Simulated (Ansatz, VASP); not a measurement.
# Two plane-wave programs on Te2Mo

```xyz
6
Lattice="3.5039 0.0000 0.0000 -1.7519 3.0345 0.0000 0.0000 0.0000 24.7677" Properties=species:S:1:pos:R:3 pbc="T T T"
Te    0.0000    2.0230    4.5000
Te    0.0000    2.0230    8.1339
Te   -0.2920    2.5287   11.6139
Te   -0.2920    2.5287   15.2477
Mo    1.7519    1.0115    6.3169
Mo    1.4600    1.5172   13.4308
```

Alike in both runs: task single point; functional PBE; dispersion D3(BJ); k mesh 9 × 9 × 1; occupations gaussian, width 0.05 eV; no spin polarisation.

|  | VASP | Ansatz |
| --- | --- | --- |
| version | VASP 6.6.1 | Ansatz 0.2.0 |
| potentials or method | VASP PAW PBE potentials, release 64 (Te, Mo_sv), cutoff 520 eV | scalar-relativistic, plane waves, PAW |
| valence electrons in the cell | 52 | 92 |

```tsv
	VASP	Ansatz	Ansatz less VASP
gap on the k mesh at the Fermi level (eV)	1.04	1.04	+0.003
least direct gap on the mesh (eV)	1.13	1.13	0.000
rms of the force components (eV/Å)	0.112	0.117	+0.0044
```

VASP's potentials hold 52 valence electrons a cell and Ansatz's 92, so a difference there can come from the potentials and not from the codes.

Neither program's run includes spin-orbit coupling.
